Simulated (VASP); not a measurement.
Runs of VASP 6.6.1 on B. The structure is that of space group P6_3/mmc (No. 194), or close to it. The cells are those of the table. 

```csv
task,potentials or basis,cell,k mesh,cutoff (eV),second run,gap on the mesh (eV),pressure (GPa),relaxed volume (Å³/atom)
single point,"VASP PAW PBE potentials, release 64 (B)","a = 1.776, b = 1.776, c = 14.889 Å, angles 90.0, 90.0, 120.0°, 4 atoms",23 × 23 × 3,520,-,none,(c),-
single point,"VASP PAW PBE potentials, release 64 (B)","a = 1.687, b = 1.687, c = 14.143 Å, angles 90.0, 90.0, 120.0°, 4 atoms",23 × 23 × 3,520,-,none,7.4,-
relaxation of cell and atoms,"VASP PAW PBE potentials, release 64 (B_h)","relaxed from a = 2.101, b = 2.101, c = 6.861 Å, angles 90.0, 90.0, 120.0°, 4 atoms",17 × 17 × 5,910,hard_potentials,none,0.0,7.44
relaxation of cell and atoms,"VASP PAW PBE potentials, release 64 (B)","relaxed from a = 2.101, b = 2.101, c = 6.861 Å, angles 90.0, 90.0, 120.0°, 4 atoms",17 × 17 × 5,600,-,none,0.0,(a)
single point,"VASP PAW PBE potentials, release 64 (B)","a = 1.663, b = 1.663, c = 13.944 Å, angles 90.0, 90.0, 120.0°, 4 atoms",23 × 23 × 3,520,-,none,(b),-
single point,"VASP PAW PBE potentials, release 64 (B)","a = 1.732, b = 1.732, c = 14.526 Å, angles 90.0, 90.0, 120.0°, 4 atoms",23 × 23 × 3,520,-,none,-7.8,-
single point,"VASP PAW PBE potentials, release 64 (B)","a = 1.710, b = 1.710, c = 14.337 Å, angles 90.0, 90.0, 120.0°, 4 atoms",28 × 28 × 3,520,-,none,-0.7,-
single point,"VASP PAW PBE potentials, release 64 (B)","a = 1.639, b = 1.639, c = 13.739 Å, angles 90.0, 90.0, 120.0°, 4 atoms",23 × 23 × 3,520,-,none,29.2,-
```

Alike in all rows: level PBEsol; no spin polarisation; smearing fermi-dirac 0.1 eV.

Q: Fill in the values left out.

A: (a) 7.68; (b) 17.4; (c) -18.1.

Caveats: the PAW data sets were made with another functional, which shifts forces and pressure a little; this functional lacks dispersion, which binds the layers, so the pressure and a relaxed spacing across them are unreliable (some runs); the volume moved by over 15 % at a fixed basis, so the end points are rough (some runs).

A gap of «none» marks levels without a gap at the run's occupations.
